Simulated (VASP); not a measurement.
# Ta2Si (I4/mcm) in VASP: a series of runs

Runs on Ta2Si. Level: LDA. Tasks: single point.

Program: VASP 6.6.1. These are calculated values, not measurements. Logs are shortened: lines on timing, memory, paths and dates and some standing lists are left out, and cuts for length are marked.

## 1. The cell of the first run

The structure is tetragonal, space group I4/mcm (No. 140). The conventional cell has a = 6.093 Å, b = 6.093 Å, c = 5.010 Å, α = 90.00°, β = 90.00°, γ = 90.00°. Ta (site symmetry m2m) has 4 Si at 2.60 Å and 11 Ta at 2.81 to 3.23 Å within 3.4 Å. Si (site symmetry 422) has 2 Si at 2.50 Å and 8 Ta at 2.60 Å within 3.3 Å.

## 2. Single point, LDA

File INCAR:

```
SYSTEM = Ta2Si
  ALGO = Fast
  EDIFF = 1E-6
  ENCUT = 520
  GGA = CA
  ISIF = 2
  ISMEAR = 0
  LASPH = .True.
  LCHARG = .False.
  LREAL = .False.
  LWAVE = .False.
  NBANDS = 35
  NELM = 60
  PREC = Accurate
  SIGMA = 0.1
```

File KPOINTS:

```
k-points
0
Gamma
  10 10 10
  0 0 0
```

File POSCAR:

```
Ta2Si
1.0
   -3.0463566574      3.0463566574      2.5047518790
    3.0463566574     -3.0463566574      2.5047518790
    3.0463566574      3.0463566574     -2.5047518790
Ta Si
4 2
Direct
    0.6629488272      0.8370511728      0.5000000000
    0.8370511728      0.3370511728      0.1741023456
    0.3370511728      0.1629488272      0.5000000000
    0.1629488272      0.6629488272      0.8258976544
    0.2500000000      0.2500000000      0.0000000000
    0.7500000000      0.7500000000      0.0000000000
```

Potentials or basis: VASP PAW LDA potentials, release 64 (Ta_pv, Si).

The run is started by

```sh
> cat potpaw_LDA.64/Ta_pv/POTCAR potpaw_LDA.64/Si/POTCAR > POTCAR
> mpirun -np 1 vasp_std > vasp.out
```

OUTCAR:

```text
SYSTEM = Ta2Si
   EDIFF = 1E-6
   ENCUT = 520
   GGA = CA
   ISIF = 2
   ISMEAR = 0
   LASPH = .True.
   LREAL = .False.
   NELM = 60
   PREC = Accurate

 ion  position               nearest neighbor table
   1  0.663  0.837  0.500-   5 2.60   6 2.60   6 2.60   5 2.60   3 2.81   3 2.92   3 2.92   4 3.20
                             2 3.20   4 3.20   2 3.20   4 3.23   2 3.23   2 3.23   4 3.23
   2  0.837  0.337  0.174-   5 2.60   6 2.60   6 2.60   5 2.60   4 2.81   4 2.92   4 2.92   3 3.20
                             1 3.20   1 3.20   3 3.20   3 3.23   1 3.23   1 3.23   3 3.23
   3  0.337  0.163  0.500-   6 2.60   5 2.60   5 2.60   6 2.60   1 2.81   1 2.92   1 2.92   4 3.20
                             2 3.20   4 3.20   2 3.20   4 3.23   2 3.23   4 3.23   2 3.23
   4  0.163  0.663  0.826-   5 2.60   6 2.60   6 2.60   5 2.60   2 2.81   2 2.92   2 2.92   1 3.20
                             3 3.20   3 3.20   1 3.20   1 3.23   3 3.23   3 3.23   1 3.23
   5  0.250  0.250  0.000-   6 2.50   6 2.50   2 2.60   4 2.60   3 2.60   3 2.60   1 2.60   1 2.60
                             2 2.60   4 2.60
   6  0.750  0.750  0.000-   5 2.50   5 2.50   2 2.60   4 2.60   3 2.60   1 2.60   3 2.60   1 2.60
                             4 2.60   2 2.60

  LATTYP: Found a body centered tetragonal cell.
 ALAT       =     6.0927133148
 C/A-ratio  =     0.8222122885

  Lattice vectors:

 A1 = (  -3.0463566574,   3.0463566574,   2.5047518790)
 A2 = (   3.0463566574,  -3.0463566574,   2.5047518790)
 A3 = (   3.0463566574,   3.0463566574,  -2.5047518790)

Analysis of symmetry for initial positions (statically):
=====================================================================
 Subroutine PRICEL returns:
 Original cell was already a primitive cell.

 Routine SETGRP: Setting up the symmetry group for a
 body centered tetragonal supercell.

 Subroutine GETGRP returns: Found 16 space group operations
 (whereof  8 operations were pure point group operations)
 out of a pool of 16 trial point group operations.

The static configuration has the point symmetry C_4h.
 The point group associated with its full space group is D_4h.

Analysis of symmetry for dynamics (positions and initial velocities):
=====================================================================
 Subroutine PRICEL returns:
 Original cell was already a primitive cell.

 Routine SETGRP: Setting up the symmetry group for a
 body centered tetragonal supercell.

 Subroutine GETGRP returns: Found 16 space group operations
 (whereof  8 operations were pure point group operations)
 out of a pool of 16 trial point group operations.

The dynamic configuration has the point symmetry C_4h.
 The point group associated with its full space group is D_4h.

 Subroutine INISYM returns: Found 16 space group operations
 (whereof  8 operations are pure point group operations),
 and found     1 'primitive' translations

----------------------------------------------------------------------------------------

                                     Primitive cell

  volume of cell :      92.9793

  direct lattice vectors                    reciprocal lattice vectors
    -3.046356657  3.046356657  2.504751879     0.000000000  0.164130486  0.199620571
     3.046356657 -3.046356657  2.504751879     0.164130486  0.000000000  0.199620571
     3.046356657  3.046356657 -2.504751879     0.164130486  0.164130486  0.000000000

  length of vectors
     4.983408446  4.983408446  4.983408446     0.258432175  0.258432175  0.232115560

  position of ions in fractional coordinates (direct lattice)
     0.662948827  0.837051173  0.500000000
     0.837051173  0.337051173  0.174102346
     0.337051173  0.162948827  0.500000000
     0.162948827  0.662948827  0.825897654
     0.250000000  0.250000000  0.000000000
     0.750000000  0.750000000  0.000000000

  ion indices of the primitive-cell ions
   primitive index   ion index
                 1           1
                 2           2
                 3           3
                 4           4
                 5           5
                 6           6

----------------------------------------------------------------------------------------

 KPOINTS: k-points

Automatic generation of k-mesh.
 Grid dimensions read from file:
 generate k-points for:   10   10   10

 Generating k-lattice:

  Cartesian coordinates                     Fractional coordinates (reciprocal lattice)
     0.000000000  0.016413049  0.019962057     0.100000000  0.000000000  0.000000000
     0.016413049  0.000000000  0.019962057     0.000000000  0.100000000  0.000000000
     0.016413049  0.016413049  0.000000000     0.000000000  0.000000000  0.100000000

  Length of vectors
     0.025843217  0.025843217  0.023211556

  Shift w.r.t. Gamma in fractional coordinates (k-lattice)
     0.000000000  0.000000000  0.000000000

 Subroutine IBZKPT returns following result:
 ===========================================

 Found    102 irreducible k-points:

 Following reciprocal coordinates:
            Coordinates               Weight
  0.000000  0.000000  0.000000      1.000000
  0.100000 -0.000000  0.000000      8.000000
  0.200000 -0.000000  0.000000      8.000000
  0.300000  0.000000 -0.000000      8.000000
  0.400000  0.000000  0.000000      8.000000
  0.500000 -0.000000  0.000000      4.000000
[... 16 lines left out ...]
  0.300000  0.300000  0.000000      8.000000
  0.400000  0.300000  0.000000     16.000000
 [... further k-points ...]
   k-points           NKPTS =    102   k-points in BZ     NKDIM =    102   number of bands    NBANDS=     35
   number of dos      NEDOS =    301   number of ions     NIONS =      6
   total plane-waves  NPLWV =  64000
   dimension x,y,z NGX =    40 NGY =   40 NGZ =   40
   dimension x,y,z NGXF=    80 NGYF=   80 NGZF=   80
   ions per type =               4   2
   NGX,Y,Z   is equivalent  to a cutoff of  13.34, 13.34, 13.34 a.u.
   NGXF,Y,Z  is equivalent  to a cutoff of  26.69, 26.69, 26.69 a.u.
 SYSTEM =  Ta2Si
   PREC   = accura    normal or accurate (medium, high low for compatibility)
   ISTART =      0    job   : 0-new  1-cont  2-samecut
   ICHARG =      2    charge: 1-file 2-atom 10-const
   ISPIN  =      1    spin polarized calculation?
   LNONCOLLINEAR =      F non collinear calculations
   LSORBIT =      F    spin-orbit coupling
   LASPH  =      T    aspherical Exc in radial PAW
   ENCUT  =  520.0 eV  38.22 Ry    6.18 a.u.   9.27  9.27  9.27*2*pi/ulx,y,z
   NELM   =     60;   NELMIN=  2; NELMDL= -5     # of ELM steps
   EDIFF  = 0.1E-05   stopping-criterion for ELM
   LREAL  =      F    real-space projection
   EDIFFG = 0.1E-04   stopping-criterion for IOM
   NSW    =      0    number of steps for IOM
   IBRION =     -1    ionic relax: 0-MD 1-quasi-New 2-CG
   NFREE  =      0    steps in history (QN), initial steepest desc. (CG)
   ISIF   =      2    stress and relaxation
   ISYM   =      2    0-nonsym 1-usesym 2-fastsym
   POTIM  = 0.5000    time-step for ionic-motion
   TEBEG  =    0.0;   TEEND  =   0.0 temperature during run
   PSTRESS=    0.0 pullay stress
   NELECT =      52.0000    total number of electrons
   NUPDOWN=      -1.0000    fix difference up-down
   EMIN   =  10.00;   EMAX   =-10.00  energy-range for DOS
   EFERMI =   0.00;   METHOD = LEGACY
   ISMEAR =     0;   SIGMA  =   0.10  broadening in eV -4-tet -1-fermi 0-gaus
   EFERMI_NEDOS =   21; number of points for ismear=-14 and -15
   IALGO  =     68    algorithm
   IMIX   =      4    mixing-type and parameters
     AMIX     =   0.40;   BMIX     =  1.00
     AMIX_MAG =   1.60;   BMIX_MAG =  1.00
  volume/ion in A,a.u.               =      15.50       104.58
  Fermi-wavevector in a.u.,A,eV,Ry     =   1.348799  2.548860 24.752515  1.819259
  Thomas-Fermi vector in A             =   2.476438
   LORBIT       =      0    0 simple, 1 ext, 2 COOP (PROOUT), +10 PAW based schemes
   GGA     = CA    functional components
   LHFCALC =     F    Hartree Fock is set to
   AEXX    =    0.0000 exact exchange contribution
   IVDW    =     0    specifies the selected vdW correction
   LEPSILON=     F    determine dielectric tensor
   LRPA    =     F    only Hartree local field effects (RPA)
 non-spin polarized calculation
 RMM-DIIS sequential band-by-band and
 Gauss-broadening in eV      SIGMA  =   0.10
  energy-cutoff  :      520.00
  volume of cell :       92.98
 maximum number of plane-waves:      2533
 NGX is ok and might be reduce to    40
   NGX = 19   NGY = 19   NGZ = 19

 number of electron      52.0000001 magnetization

 Free energy of the ion-electron system (eV)
  ---------------------------------------------------
  ext. energy  EPLUGINS =         0.00000000
  ---------------------------------------------------
  free energy    TOTEN  =       -66.74172229 eV

  energy without entropy =      -66.72486367  energy(sigma->0) =      -66.73329298

 E-fermi :   7.8059     XC(G=0): -12.7578

 val. band max:        7.8005051386   @ k =  -0.4000   0.4000   0.1000
 cond. band min:       7.8084435146   @ k =  -0.2000   0.3000   0.1000
 fundamental gap:      0.0079383761
 Fermi energy:         7.8059193674

 k-point     1 :       0.0000    0.0000    0.0000
  band No.  band energies     occupation
      1     -26.5245      2.00000
      2     -26.5062      2.00000
      3     -26.5062      2.00000
      4     -26.4477      2.00000
      5     -26.4477      2.00000
      6     -26.4262      2.00000
[... 27 lines left out ...]
     34      12.2469      0.00000
     35      13.5725      0.00000

 k-point     2 :       0.1000   -0.0000    0.0000
  band No.  band energies     occupation
      1     -26.5508      2.00000
      2     -26.5367      2.00000
      3     -26.5137      2.00000
      4     -26.4201      2.00000
      5     -26.4167      2.00000
      6     -26.4106      2.00000
[... 27 lines left out ...]
     34      11.9862      0.00000
     35      13.4255      0.00000
[... 796 lines left out ...]
     34      11.4795      0.00000
     35      12.5373      0.00000

 k-point    24 :       0.4000    0.3000    0.0000
  band No.  band energies     occupation
      1     -26.6295      2.00000
      2     -26.5399      2.00000
      3     -26.5209      2.00000
      4     -26.4382      2.00000
      5     -26.3981      2.00000
      6     -26.3174      2.00000
[... 27 lines left out ...]
     34      11.7025      0.00000
     35      12.3038      0.00000

 [... further k-points ...]
[... 5 lines left out ...]
  --------------------------------------------------------------------------------------
  -------------------------------------------------------------------------------------
  Total        0.5159947      0.5159947      0.4924499      0.0000000     -0.0000000      0.0000000
  in kB        8.8913893      8.8913893      8.4856759      0.0000000     -0.0000000      0.0000000
  external PRESSURE =       8.7561515 kB  Pullay stress =       0.0000000 kB

 VOLUME and BASIS-vectors are now :
 -----------------------------------------------------------------------------
  energy-cutoff  :      520.00
  volume of cell :       92.98
      direct lattice vectors                 reciprocal lattice vectors
    -3.046356657  3.046356657  2.504751879     0.000000000  0.164130486  0.199620571
     3.046356657 -3.046356657  2.504751879     0.164130486  0.000000000  0.199620571
     3.046356657  3.046356657 -2.504751879     0.164130486  0.164130486  0.000000000

 POSITION                                       TOTAL-FORCE (eV/Angst)
 -----------------------------------------------------------------------------------
      2.05356      0.99280      2.50475         0.004495     -0.004495     -0.000000
     -0.99280      2.05356      2.50475         0.004495      0.004495     -0.000000
      0.99280      2.05356      0.00000        -0.004495      0.004495     -0.000000
      4.03916      0.99280     -0.00000        -0.004495     -0.004495      0.000000
      0.00000      0.00000      1.25238        -0.000000     -0.000000     -0.000000
      0.00000      0.00000      3.75713        -0.000000     -0.000000     -0.000000
 -----------------------------------------------------------------------------------
    total drift:                                0.000000     -0.000000     -0.000000

  FREE ENERGIE OF THE ION-ELECTRON SYSTEM (eV)
  ---------------------------------------------------
  free  energy   TOTEN  =       -66.7417222861 eV

  energy  without entropy=      -66.7248636702  energy(sigma->0) =      -66.73329298
```

Wall time 3.6 min (1 thread of Intel Xeon 6975P-C (Granite Rapids), shared host); peak memory 0.37 GiB.

What came out:

```
Free energy            : -66.7417 eV
Pressure               : 0.9 GPa
Largest force          : 0.006 eV/Å
Band gap on the k mesh : zero (band 26 reaches 8.13 eV, above the bottom of band 27 at 7.37 eV)
```

Forces on the atoms (eV/Å):
```
Ta   0.004 -0.004  0.000
Ta   0.004  0.004  0.000
Ta  -0.004  0.004  0.000
Ta  -0.004 -0.004  0.000
Si   0.000  0.000  0.000
Si   0.000  0.000  0.000
```

Levels at points of the mesh, in eV from the Fermi level:
| k point | band 24 | band 25 | band 26 | band 27 | band 28 | band 29 |
| --- | --- | --- | --- | --- | --- | --- |
| (0.00, 0.00, 0.00) | -2.00 | 0.16 | 0.19 | 0.91 | 1.33 | 1.33 |
| (0.50, 0.00, 0.00) | -2.04 | -0.99 | -0.99 | 0.67 | 0.67 | 1.93 |
| (0.50, 0.50, 0.00) | -1.41 | -0.25 | 0.02 | 0.05 | 0.66 | 1.35 |
| (0.50, 0.50, 0.50) | -1.07 | -1.03 | -1.03 | -0.26 | 0.18 | 0.70 |

Caveat: spin-orbit coupling is left out, which moves the levels of the heavy elements.

## 3. Single point, LDA

File INCAR:

```
SYSTEM = Ta2Si
ALGO = Fast ; EDIFF = 1E-6
ENCUT = 520 ; GGA = CA
ISIF = 2 ; ISMEAR = -1
LASPH = .True. ; LCHARG = .False.
LREAL = .False. ; LWAVE = .False.
NBANDS = 35 ; NELM = 80
PREC = Accurate ; SIGMA = 0.15
```

KPOINTS is that of step 2.

File POSCAR:

```
Ta2Si
1.0
   -3.0467380325      3.0467380325      2.5052582537
    3.0467380325     -3.0467380325      2.5052582537
    3.0467380325      3.0467380325     -2.5052582537
Ta Si
4 2
Direct
    0.6624259646      0.8375740354      0.5000000000
    0.8375740354      0.3375740354      0.1751480709
    0.3375740354      0.1624259646      0.5000000000
    0.1624259646      0.6624259646      0.8248519291
    0.2500000000      0.2500000000      0.0000000000
    0.7500000000      0.7500000000      0.0000000000
```

Potentials or basis: VASP PAW LDA potentials, release 64 (Ta_pv, Si).

The run is started by

```sh
> cat potpaw_LDA.64/Ta_pv/POTCAR potpaw_LDA.64/Si/POTCAR > POTCAR
> mpirun -np 1 vasp_std > vasp.out
```

Wall time 3.4 min (1 thread of Intel Xeon 6975P-C (Granite Rapids), shared host); peak memory 0.38 GiB.

Results (log left out):

| Quantity | Value |
| --- | --- |
| Free energy | -66.8626 eV |
| Pressure | 0.9 GPa |
| Largest force | 0.007 eV/Å |
| Band gap on the k mesh | zero (band 26 reaches 8.14 eV, above the bottom of band 27 at 7.38 eV) |

Forces in eV/Å, atoms in the order of the input:
```
Ta   0.005 -0.005  0.000
Ta   0.005  0.005  0.000
Ta  -0.005  0.005  0.000
Ta  -0.005 -0.005  0.000
Si   0.000  0.000  0.000
Si   0.000  0.000  0.000
```

Levels at points of the mesh, in eV from the Fermi level:
| k point | band 22 | band 23 | band 24 | band 25 | band 26 | band 27 | band 28 | band 29 | band 30 | band 31 |
| --- | --- | --- | --- | --- | --- | --- | --- | --- | --- | --- |
| (0.00, 0.00, 0.00) | -2.53 | -2.53 | -1.99 | 0.19 | 0.25 | 0.90 | 1.34 | 1.34 | 1.65 | 1.65 |
| (0.50, 0.00, 0.00) | -2.07 | -2.02 | -2.02 | -0.97 | -0.97 | 0.68 | 0.68 | 1.94 | 1.94 | 2.87 |
| (0.50, 0.50, 0.00) | -2.24 | -1.91 | -1.39 | -0.23 | 0.04 | 0.07 | 0.70 | 1.37 | 1.85 | 3.26 |
| (0.50, 0.50, 0.50) | -1.51 | -1.08 | -1.07 | -1.00 | -1.00 | -0.23 | 0.18 | 0.70 | 0.70 | 2.74 |

Caveat: spin-orbit coupling is left out, which moves the levels of the heavy elements.

## 4. Single point, LDA

File INCAR:

```
PREC     = Accurate       # precision mode
ENCUT    = 520            # plane-wave cutoff, eV
EDIFF    = 1E-7           # SCF threshold, eV
ISMEAR   = -1             # smearing method
SIGMA    = 0.15           # smearing width, eV
LREAL    = False          # projectors in reciprocal space
LASPH    = True           # aspherical terms in the spheres
NELM     = 100            # most SCF steps
ALGO     = Fast           # electronic algorithm
ISIF     = 2              # what is computed and relaxed
LWAVE    = False          # write WAVECAR
LCHARG   = False          # write CHGCAR
NBANDS   = 35             # bands
```

File KPOINTS:

```
Automatic mesh
0
Gamma
  10 10 10
```

POSCAR is that of step 3.

The run is started by

```sh
> cat potpaw_LDA.64/Ta_pv/POTCAR potpaw_LDA.64/Si/POTCAR > POTCAR
> mpirun -np 1 vasp_std > vasp.out
```

Wall time 3.6 min (1 thread of Intel Xeon 6975P-C (Granite Rapids), shared host); peak memory 0.38 GiB.

The run converged. Its results:

```yaml
Free_energy: -66.8626 eV
Pressure: 0.9 GPa
Largest_force: 0.007 eV/Å
Band_gap_on_the_k_mesh: zero (band 26 reaches 8.14 eV, above the bottom of band 27 at 7.38 eV)
```

Forces on the atoms (eV/Å):
```
Ta   0.005 -0.005  0.000
Ta   0.005  0.005  0.000
Ta  -0.005  0.005  0.000
Ta  -0.005 -0.005  0.000
Si   0.000  0.000  0.000
Si   0.000  0.000  0.000
```

Levels at points of the mesh, in eV from the Fermi level:
```
           k point  band 22  band 23  band 24  band 25  band 26  band 27  band 28  band 29  band 30  band 31
(0.00, 0.00, 0.00)    -2.53    -2.53    -1.99     0.19     0.25     0.90     1.34     1.34     1.65     1.65
(0.50, 0.00, 0.00)    -2.07    -2.02    -2.02    -0.97    -0.97     0.68     0.68     1.94     1.94     2.87
(0.50, 0.50, 0.00)    -2.24    -1.91    -1.39    -0.23     0.04     0.07     0.70     1.37     1.85     3.26
(0.50, 0.50, 0.50)    -1.51    -1.08    -1.07    -1.00    -1.00    -0.23     0.18     0.70     0.70     2.74
```

Caveat: spin-orbit coupling is left out, which moves the levels of the heavy elements.

(Part 1 of 2 ends here.)
